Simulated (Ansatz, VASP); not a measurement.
## AlAs in VASP and in Ansatz

```
Al As
1.0
     0.00000    2.83980    2.83980
     2.83980    0.00000    2.83980
     2.83980    2.83980    0.00000
Al As
1 1
Direct
  0.00000 0.00000 0.00000
  0.75000 0.75000 0.75000
```

Change from the starting cell: volume scaled by 1.01.

Alike in both runs: task single point; functional PBEsol; k mesh 10 × 10 × 10; occupations fermi-dirac, width 0.05 eV; no spin polarisation.

```csv
,VASP,Ansatz
version,VASP 6.6.1,Ansatz 0.2.0
potentials or method,"VASP PAW PBE potentials, release 64 (Al, As), cutoff 500 eV","all-electron LAPW, scalar-relativistic"
```

```tsv
	VASP	Ansatz	Ansatz less VASP
pressure (GPa)	0.1	-0.2	-0.29
```

VASP's potentials were made for PBE, not for PBEsol. Ansatz ran all-electron here, and VASP with PAW potentials.
